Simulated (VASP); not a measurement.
# Al6Hg (Pm-3m) in VASP: a series of runs

Al6Hg is run at these levels: PBE; tasks: single point, relaxation of cell and atoms.

Everything below comes from runs of VASP 6.6.1. Logs are shortened: lines on timing, memory, paths and dates and some standing lists are left out, and cuts for length are marked.

## Step 1: The cell of the first run

Symmetry: Pm-3m, No. 221, cubic system. The conventional cell has a = 6.308 Å, b = 6.308 Å, c = 6.308 Å, α = 90.00°, β = 90.00°, γ = 90.00°. Al (site symmetry 4mm) has 5 Al at 2.51 to 2.69 Å within 3.3 Å.

## Step 2: Single point, PBE

Input file INCAR:

```
SYSTEM = Al6Hg
  PREC = Accurate
  ENCUT = 520
  EDIFF = 1E-7
  ISMEAR = 0
  SIGMA = 0.1
  LREAL = .False.
  LASPH = .True.
  NELM = 100
  ALGO = Normal
  ISIF = 2
  LWAVE = .False.
  LCHARG = .True.
  GGA = PE
  LELF = .True.
  LVHAR = .True.
  NBANDS = 24
```

Input file KPOINTS:

```
regular mesh
0
Gamma
  6 6 6
  0 0 0
```

Input file POSCAR:

```
Al6Hg
1.0
    6.3081600656      0.0000000000      0.0000000000
    0.0000000000      6.3081600656      0.0000000000
    0.0000000000      0.0000000000      6.3081600656
Al Hg
6 1
Direct
    0.1989474763      0.5000000000      0.5000000000
    0.5000000000      0.8010525237      0.5000000000
    0.5000000000      0.1989474763      0.5000000000
    0.8010525237      0.5000000000      0.5000000000
    0.5000000000      0.5000000000      0.1989474763
    0.5000000000      0.5000000000      0.8010525237
    0.0000000000      0.0000000000      0.0000000000
```

Potentials or basis: VASP PAW PBE potentials, release 64 (Al, Hg).

Launch:

```
> cat potpaw_PBE.64/Al/POTCAR potpaw_PBE.64/Hg/POTCAR > POTCAR
> mpirun -np 1 vasp_std > vasp.out
```

OUTCAR:

```text
SYSTEM = Al6Hg
   PREC = Accurate
   ENCUT = 520
   EDIFF = 1E-7
   ISMEAR = 0
   LREAL = .False.
   LASPH = .True.
   NELM = 100
   ISIF = 2
   GGA = PE

 ion  position               nearest neighbor table
   1  0.199  0.500  0.500-   4 2.51   3 2.69   2 2.69   5 2.69   6 2.69
   2  0.500  0.801  0.500-   3 2.51   1 2.69   4 2.69   5 2.69   6 2.69
   3  0.500  0.199  0.500-   2 2.51   1 2.69   4 2.69   5 2.69   6 2.69
   4  0.801  0.500  0.500-   1 2.51   2 2.69   3 2.69   5 2.69   6 2.69
   5  0.500  0.500  0.199-   6 2.51   2 2.69   3 2.69   4 2.69   1 2.69
   6  0.500  0.500  0.801-   5 2.51   2 2.69   3 2.69   4 2.69   1 2.69
   7  0.000  0.000  0.000-

  LATTYP: Found a simple cubic cell.
 ALAT       =     6.3081600656

  Lattice vectors:

 A1 = (   6.3081600656,   0.0000000000,   0.0000000000)
 A2 = (   0.0000000000,   6.3081600656,   0.0000000000)
 A3 = (   0.0000000000,   0.0000000000,   6.3081600656)

Analysis of symmetry for initial positions (statically):
=====================================================================
 Subroutine PRICEL returns:
 Original cell was already a primitive cell.

 Routine SETGRP: Setting up the symmetry group for a
 simple cubic supercell.

 Subroutine GETGRP returns: Found 48 space group operations
 (whereof 48 operations were pure point group operations)
 out of a pool of 48 trial point group operations.

The static configuration has the point symmetry O_h .

Analysis of symmetry for dynamics (positions and initial velocities):
=====================================================================
 Subroutine PRICEL returns:
 Original cell was already a primitive cell.

 Routine SETGRP: Setting up the symmetry group for a
 simple cubic supercell.

 Subroutine GETGRP returns: Found 48 space group operations
 (whereof 48 operations were pure point group operations)
 out of a pool of 48 trial point group operations.

The dynamic configuration has the point symmetry O_h .

 Subroutine INISYM returns: Found 48 space group operations
 (whereof 48 operations are pure point group operations),
 and found     1 'primitive' translations

----------------------------------------------------------------------------------------

                                     Primitive cell

[... 95 lines left out ...]
   EDIFF  = 0.1E-06   stopping-criterion for ELM
   LREAL  =      F    real-space projection
   EDIFFG = 0.1E-05   stopping-criterion for IOM
   NSW    =      0    number of steps for IOM
   IBRION =     -1    ionic relax: 0-MD 1-quasi-New 2-CG
   NFREE  =      0    steps in history (QN), initial steepest desc. (CG)
   ISIF   =      2    stress and relaxation
   ISYM   =      2    0-nonsym 1-usesym 2-fastsym
   POTIM  = 0.5000    time-step for ionic-motion
   TEBEG  =    0.0;   TEEND  =   0.0 temperature during run
   PSTRESS=    0.0 pullay stress
   NELECT =      30.0000    total number of electrons
   NUPDOWN=      -1.0000    fix difference up-down
   EMIN   =  10.00;   EMAX   =-10.00  energy-range for DOS
   EFERMI =   0.00;   METHOD = LEGACY
   ISMEAR =     0;   SIGMA  =   0.10  broadening in eV -4-tet -1-fermi 0-gaus
   EFERMI_NEDOS =   21; number of points for ismear=-14 and -15
   IALGO  =     38    algorithm
   IMIX   =      4    mixing-type and parameters
     AMIX     =   0.40;   BMIX     =  1.00
     AMIX_MAG =   1.60;   BMIX_MAG =  1.00
  volume/ion in A,a.u.               =      35.86       242.00
  Fermi-wavevector in a.u.,A,eV,Ry     =   0.806391  1.523859  8.847420  0.650267
  Thomas-Fermi vector in A             =   1.914815
   LORBIT       =      0    0 simple, 1 ext, 2 COOP (PROOUT), +10 PAW based schemes
   GGA     = PE    functional components
   LHFCALC =     F    Hartree Fock is set to
   AEXX    =    0.0000 exact exchange contribution
   IVDW    =     0    specifies the selected vdW correction
   LEPSILON=     F    determine dielectric tensor
   LRPA    =     F    only Hartree local field effects (RPA)
 non-spin polarized calculation
 Gauss-broadening in eV      SIGMA  =   0.10
  energy-cutoff  :      520.00
  volume of cell :      251.02
 maximum number of plane-waves:      6816
 NGX is ok and might be reduce to    48
   NGX = 23   NGY = 23   NGZ = 23

 number of electron      30.0000002 magnetization

 Free energy of the ion-electron system (eV)
  ---------------------------------------------------
  ext. energy  EPLUGINS =         0.00000000
  ---------------------------------------------------
  free energy    TOTEN  =       -18.40396911 eV

  energy without entropy =      -18.35757378  energy(sigma->0) =      -18.38077144

 E-fermi :   0.6781     XC(G=0):  -7.1279

 val. band max:        0.6716823086   @ k =   0.5000   0.3333   0.0000
 cond. band min:       0.6896242584   @ k =   0.5000   0.3333   0.3333
 fundamental gap:      0.0179419498
 Fermi energy:         0.6780985364

 k-point     1 :       0.0000    0.0000    0.0000
  band No.  band energies     occupation
      1      -7.3884      2.00000
      2      -4.2873      2.00000
      3      -4.2873      2.00000
      4      -4.2785      2.00000
      5      -4.2785      2.00000
      6      -4.2785      2.00000
[... 529 lines left out ...]
     23       5.1116      0.00000
     24       5.1116      0.00000

------------------------ aborting loop because EDIFF is reached ----------------------------------------

  FORCE on cell =-STRESS in cart. coord.  units (eV):
  Direction    XX          YY          ZZ          XY          YZ          ZX
  --------------------------------------------------------------------------------------
  -------------------------------------------------------------------------------------
  Total       -0.0419395     -0.0419395     -0.0419395      0.0000000     -0.0000000      0.0000000
  in kB       -0.2676863     -0.2676863     -0.2676863      0.0000000     -0.0000000      0.0000000
  external PRESSURE =      -0.2676863 kB  Pullay stress =       0.0000000 kB

 VOLUME and BASIS-vectors are now :
 -----------------------------------------------------------------------------
  energy-cutoff  :      520.00
  volume of cell :      251.02
      direct lattice vectors                 reciprocal lattice vectors
     6.308160066  0.000000000  0.000000000     0.158524830  0.000000000  0.000000000
     0.000000000  6.308160066  0.000000000     0.000000000  0.158524830  0.000000000
     0.000000000  0.000000000  6.308160066     0.000000000  0.000000000  0.158524830

 POSITION                                       TOTAL-FORCE (eV/Angst)
 -----------------------------------------------------------------------------------
      1.25499      3.15408      3.15408        -0.005251     -0.000000      0.000000
      3.15408      5.05317      3.15408         0.000000      0.005251      0.000000
      3.15408      1.25499      3.15408        -0.000000     -0.005251      0.000000
      5.05317      3.15408      3.15408         0.005251      0.000000      0.000000
      3.15408      3.15408      1.25499         0.000000      0.000000     -0.005251
      3.15408      3.15408      5.05317        -0.000000     -0.000000      0.005251
      0.00000      0.00000      0.00000        -0.000000     -0.000000      0.000000
 -----------------------------------------------------------------------------------
    total drift:                                0.000000      0.000000     -0.000000

  FREE ENERGIE OF THE ION-ELECTRON SYSTEM (eV)
  ---------------------------------------------------
  free  energy   TOTEN  =       -18.4039691112 eV

  energy  without entropy=      -18.3575737761  energy(sigma->0) =      -18.38077144
```

Wall time 50 s (1 thread of Intel Xeon 6975P-C (Granite Rapids), shared host); peak memory 0.37 GiB.

Results:

| Quantity | Value |
| --- | --- |
| Free energy | -18.4040 eV |
| Pressure | 0.0 GPa |
| Largest force | 0.005 eV/Å |
| Band gap on the k mesh | zero (band 15 reaches 1.35 eV, above the bottom of band 16 at 0.41 eV) |

Forces in eV/Å, atoms in the order of the input:
```
Al  -0.005  0.000  0.000
Al   0.000  0.005  0.000
Al   0.000 -0.005  0.000
Al   0.005  0.000  0.000
Al   0.000  0.000 -0.005
Al   0.000  0.000  0.005
Hg   0.000  0.000  0.000
```

Levels at points of the mesh, in eV from the Fermi level:
```
           k point  band 12  band 13  band 14  band 15  band 16  band 17  band 18  band 19
(0.00, 0.00, 0.00)    -2.83    -1.35     0.68     0.68     0.68     2.21     2.21     2.21
(0.50, 0.00, 0.00)    -1.95    -0.31    -0.31    -0.20     0.72     1.74     1.99     2.65
(0.50, 0.50, 0.00)    -0.30    -0.17    -0.17    -0.12    -0.12     1.86     1.86     1.98
(0.50, 0.50, 0.50)    -1.10    -1.10     0.03     0.03     0.03     2.09     2.09     2.42
```

Caveat: spin-orbit coupling is left out, which moves the levels of the heavy elements.

## Step 3: Relaxation of cell and atoms, PBE

Input file INCAR:

```
PREC = Accurate
ENCUT = 600
EDIFF = 1E-7
ISMEAR = 0
SIGMA = 0.1
LREAL = F
LASPH = T
NELM = 100
ALGO = Normal
ISIF = 3
LWAVE = F
LCHARG = F
GGA = PE
IBRION = 2
NSW = 100
EDIFFG = -0.01
```

Input file KPOINTS:

```
Automatic mesh
0
Gamma
  6 6 6
```

Input file POSCAR:

```
Al6Hg
1.0
    6.3099964875      0.0000000000      0.0000000000
    0.0000000000      6.3099964875      0.0000000000
    0.0000000000      0.0000000000      6.3099964875
Al Hg
6 1
Direct
    0.1986673960      0.5000000000      0.5000000000
    0.5000000000      0.8013326040      0.5000000000
    0.5000000000      0.1986673960      0.5000000000
    0.8013326040      0.5000000000      0.5000000000
    0.5000000000      0.5000000000      0.1986673960
    0.5000000000      0.5000000000      0.8013326040
    0.0000000000      0.0000000000      0.0000000000
```

Potentials or basis: VASP PAW PBE potentials, release 64 (Al, Hg).

Launch:

```
> cat potpaw_PBE.64/Al/POTCAR potpaw_PBE.64/Hg/POTCAR > POTCAR
> mpirun -np 1 vasp_std > vasp.out
```

Wall time 85 s (1 thread of Intel Xeon 6975P-C (Granite Rapids), shared host); peak memory 0.42 GiB.

The run converged. Its results:

```
Free energy                            : -18.4042 eV
Relaxed volume                         : 35.83 Å³/atom
Relaxed cell                           : a = 6.306 Å, b = 6.306 Å, c = 6.306 Å, α = 90.00°, β = 90.00°, γ = 90.00°
Space group after relaxing (to 0.05 Å) : Pm-3m (No. 221)
Energy gained by relaxing              : 0.0 meV/atom
Ionic steps                            : 2
Pressure after relaxing                : 0.0 GPa
Largest force after relaxing           : 0.010 eV/Å
Band gap on the k mesh                 : zero (band 15 reaches 1.36 eV, above the bottom of band 16 at 0.41 eV)
```

Forces in eV/Å, atoms in the order of the input:
```
Al  -0.010  0.000  0.000
Al   0.000  0.010  0.000
Al   0.000 -0.010  0.000
Al   0.010  0.000  0.000
Al   0.000  0.000 -0.010
Al   0.000  0.000  0.010
Hg   0.000  0.000  0.000
```

The path:
```tsv
step	energy change (eV)	largest force (eV/Å)	pressure (GPa)	volume (Å³)
1	0.0000	0.0386	-0.06	251.24
2	-0.0002	0.0096	0.01	250.78
```

Final structure:
```xyz
7
Lattice="6.3061 0.0000 0.0000 0.0000 6.3061 0.0000 0.0000 0.0000 6.3061" Properties=species:S:1:pos:R:3 pbc="T T T"
Al    1.2547    3.1531    3.1531
Al    3.1531    5.0515    3.1531
Al    3.1531    1.2547    3.1531
Al    5.0515    3.1531    3.1531
Al    3.1531    3.1531    1.2547
Al    3.1531    3.1531    5.0515
Hg    0.0000    0.0000    0.0000
```

Levels at points of the mesh, in eV from the Fermi level:
```
           k point  band 13  band 14  band 15  band 16  band 17  band 18
(0.00, 0.00, 0.00)    -1.35     0.68     0.68     0.68     2.21     2.21
(0.50, 0.00, 0.00)    -0.31    -0.31    -0.19     0.72     1.74     1.99
(0.50, 0.50, 0.00)    -0.17    -0.17    -0.12    -0.12     1.86     1.86
(0.50, 0.50, 0.50)    -1.10     0.04     0.04     0.04     2.10     2.10
```

Caveat: spin-orbit coupling is left out, which moves the levels of the heavy elements.

## Step 4: Single point, PBE

This run uses another cell than the first one, of 16.70 Å³/atom, 0.466 times its volume.

Input file INCAR:

```
SYSTEM = Al6Hg
ALGO = Normal ; EDIFF = 1E-6
ENCUT = 500 ; GGA = PE
GGA_COMPAT = .False. ; ISIF = 2
ISMEAR = 0 ; LASPH = .True.
LCHARG = .False. ; LREAL = .False.
LWAVE = .False. ; NBANDS = 24
NELM = 120 ; PREC = Accurate
SIGMA = 0.1
```

Input file KPOINTS:

```
k-points
0
Gamma
  4 4 4
  0 0 0
```

Input file POSCAR:

```
Al6Hg
1.0
    4.8894473000      0.0000000000      0.0000000000
    0.0000000000      4.8894473000      0.0000000000
    0.0000000000      0.0000000000      4.8894473000
Al Hg
6 1
Direct
    0.1985120000      0.5000000000      0.5000000000
    0.5000000000      0.8014880000      0.5000000000
    0.5000000000      0.1985120000      0.5000000000
    0.8014880000      0.5000000000      0.5000000000
    0.5000000000      0.5000000000      0.1985120000
    0.5000000000      0.5000000000      0.8014880000
    0.0000000000      0.0000000000      0.0000000000
```

Launch:

```
> cat potpaw_PBE.64/Al/POTCAR potpaw_PBE.64/Hg/POTCAR > POTCAR
> mpirun -np 1 vasp_std > vasp.out
```

It took 37 s on 1 thread of AMD EPYC 7R13, shared host; peak memory 0.18 GiB.

The run converged. Its results:

```yaml
Free_energy: 1.6025 eV
Pressure: 88.6 GPa
Largest_force: 4.986 eV/Å
Band_gap_on_the_k_mesh: zero (band 15 reaches 6.78 eV, above the bottom of band 16 at 5.97 eV)
```

Forces in eV/Å, atoms in the order of the input:
```
Al  -4.986  0.000  0.000
Al   0.000  4.986  0.000
Al   0.000 -4.986  0.000
Al   4.986  0.000  0.000
Al   0.000  0.000 -4.986
Al   0.000  0.000  4.986
Hg   0.000  0.000  0.000
```

Levels at points of the mesh, in eV from the Fermi level:
| k point | band 13 | band 14 | band 15 | band 16 | band 17 | band 18 |
| --- | --- | --- | --- | --- | --- | --- |
| (0.00, 0.00, 0.00) | -0.60 | 0.30 | 0.30 | 0.30 | 1.92 | 1.92 |
| (0.50, 0.00, 0.00) | -2.00 | -2.00 | 0.04 | 0.36 | 0.79 | 2.88 |
| (0.50, 0.50, 0.00) | -1.22 | -0.03 | -0.03 | 0.29 | 0.79 | 0.79 |
| (0.50, 0.50, 0.50) | -3.36 | 0.35 | 0.35 | 0.35 | 1.55 | 5.42 |

Caveat: spin-orbit coupling is left out, which moves the levels of the heavy elements; forces of over 1 eV/Å act on the atoms, so gaps and moduli don't describe the material at rest.

## Step 5: Summary

```tsv
task	cell	k mesh	cutoff (eV)	gap on the mesh (eV)	pressure (GPa)	largest force (eV/Å)
single point	a = 6.308 Å, 7 atoms	6 × 6 × 6	520	none	0.0	0.01
relaxation of cell and atoms	relaxed from a = 6.310 Å, 7 atoms	6 × 6 × 6	600	none	0.0	0.01
single point	a = 4.889 Å, 7 atoms	4 × 4 × 4	500	none	88.6	4.99
```

Alike in all rows: level PBE; potentials or basis VASP PAW PBE potentials, release 64 (Al, Hg); no spin polarisation; smearing gaussian 0.1 eV.

Caveats: spin-orbit coupling is left out, which moves the levels of the heavy elements; forces of over 1 eV/Å act on the atoms, so gaps and moduli don't describe the material at rest (some runs).

Total energies depend on the potentials used, so only differences within one code and one set of settings carry meaning.
